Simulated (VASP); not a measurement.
Write the native input for VASP 6.6.1 that does the following.

```yaml
Task: relaxation of cell and atoms
Functional: PBE
Potentials_or_basis: VASP PAW PBE potentials, release 64 (Na_pv, Y_sv, C, N)
Cutoff: 600 eV
k_mesh: 4 × 4 × 4
Occupations: gaussian, width 0.1 eV
Spin: no spin polarisation
Dipole_correction: no
Further_INCAR_settings: LREAL = Auto; ALGO = Normal; EDIFF = 1e-07; IBRION = 2; EDIFFG = -0.04; NSW = 90; ISIF = 3
```

The structure of NaYC3N3 lies in POSCAR:

```
NaYC3N3
1.0
    0.0000000000      5.4860000000      5.4860000000
    5.4860000000      0.0000000000      5.4860000000
    5.4860000000      5.4860000000      0.0000000000
Na Y C N
2 2 6 6
Direct
    0.2500000000      0.2500000000      0.2500000000
    0.7500000000      0.7500000000      0.7500000000
    0.0000000000      0.0000000000      0.0000000000
    0.5000000000      0.5000000000      0.5000000000
    0.8080568700      0.1919431300      0.1919431300
    0.1919431300      0.8080568700      0.1919431300
    0.1919431300      0.1919431300      0.8080568700
    0.1919431300      0.8080568700      0.8080568700
    0.8080568700      0.1919431300      0.8080568700
    0.8080568700      0.8080568700      0.1919431300
    0.7014218000      0.2985782000      0.2985782000
    0.2985782000      0.7014218000      0.2985782000
    0.2985782000      0.2985782000      0.7014218000
    0.2985782000      0.7014218000      0.7014218000
    0.7014218000      0.2985782000      0.7014218000
    0.7014218000      0.7014218000      0.2985782000
```

These files were run (other wordings do the same):

INCAR

```
  ALGO = Normal
  EDIFF = 1E-7
  EDIFFG = -0.04
  ENCUT = 600
  GGA = PE
  IBRION = 2
  ISIF = 3
  ISMEAR = 0
  LASPH = True
  LCHARG = False
  LREAL = Auto
  LWAVE = False
  NELM = 80
  NSW = 90
  PREC = Accurate
  SIGMA = 0.1
```

KPOINTS

```
k-points
0
Gamma
  4 4 4
```

Potentials or basis: VASP PAW PBE potentials, release 64 (Na_pv, Y_sv, C, N).

Command:

```console
$ cat potpaw_PBE.64/Na_pv/POTCAR potpaw_PBE.64/Y_sv/POTCAR potpaw_PBE.64/C/POTCAR potpaw_PBE.64/N/POTCAR > POTCAR
$ mpirun -np 1 vasp_std > vasp.out
```

Results of the run:

- Relaxed volume: 26.90 Å³/atom
- Relaxed cell: a = 8.475 Å, b = 8.475 Å, c = 8.475 Å, α = 60.00°, β = 60.00°, γ = 60.00°
- Space group after relaxing (to 0.1 Å): Fm-3m (No. 225)
- Energy gained by relaxing: 329.6 meV/atom
- Ionic steps: 7
- Pressure after relaxing: 0.1 GPa
- Largest force after relaxing: 0.014 eV/Å
- Band gap on the k mesh: zero (bands 45 and 46 overlap by 0.42 eV)

Caveat: the volume moved by over 15 % at a fixed basis, so the end points are rough.

Wall time 33 min on 1 thread of Intel(R) Xeon(R) Platinum 8488C (Sapphire Rapids), with other jobs on the host, peak memory 0.7 GiB.
